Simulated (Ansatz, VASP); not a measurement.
# Two plane-wave programs on Pt

INCAR

```
PREC     = Accurate       # precision mode
ENCUT    = 520            # plane-wave cutoff, eV
EDIFF    = 1E-6           # SCF threshold, eV
ISMEAR   = 0              # smearing method
SIGMA    = 0.15           # smearing width, eV
LREAL    = False          # projectors in reciprocal space
LASPH    = True           # aspherical terms in the spheres
NELM     = 80             # most SCF steps
ALGO     = Fast           # electronic algorithm
ISIF     = 2              # what is computed and relaxed
LWAVE    = False          # write WAVECAR
LCHARG   = False          # write CHGCAR
GGA      = PE             # functional
NBANDS   = 11             # bands
```

The input KPOINTS:

```
regular mesh
0
Gamma
  22 22 22
```

File POSCAR:

```
Pt
1.0
   -1.6475888000      1.6475888000      1.6475888000
    1.6475888000     -1.6475888000      1.6475888000
    1.6475888000      1.6475888000     -1.6475888000
Pt
1
Direct
    0.0000000000      0.0000000000      0.0000000000
```

Input for Ansatz:

```yaml
crystal:
  lattice:
    - [-1.6475888, 1.6475888, 1.6475888]
    - [1.6475888, -1.6475888, 1.6475888]
    - [1.6475888, 1.6475888, -1.6475888]
  atoms:
    - { symbol: Pt, position: [0.0, 0.0, 0.0] }
basis:
  ecutwfc: 420
kpoints:
  mp_grid: { grid: [22, 22, 22] }
hamiltonian:
  xc: pbe
scf:
  occupations: { method: gaussian, width: 0.15 }
output:
  forces: true
  stress: true
  eigenvalues: true
```

Change from the starting cell: strain +0.040 along x and y, +0.040 along z, atoms carried along.

Alike in both runs: task single point; functional PBE; k mesh 22 × 22 × 22; occupations gaussian, width 0.15 eV; no spin polarisation.

|  | VASP | Ansatz |
| --- | --- | --- |
| version | VASP 6.6.1 | Ansatz 0.2.0 |
| potentials or method | VASP PAW PBE potentials, release 64 (Pt), cutoff 520 eV | scalar-relativistic, plane waves, PAW |
| valence electrons in the cell | 10 | 18 |

Ansatz gave:

| Property | Result |
| --- | --- |
| gap on the k mesh at the Fermi level (eV) | none |
| pressure (GPa) | -20.8 |

Problem. What did VASP give for the same quantities?

Solution. gap on the k mesh at the Fermi level (eV): none; pressure (GPa): -21.0.

A gap of «none» marks a metal or a gap that the smearing closes. VASP's potentials hold 10 valence electrons a cell and Ansatz's 18, so a difference there can come from the potentials and not from the codes.

Spin-orbit coupling is off throughout.
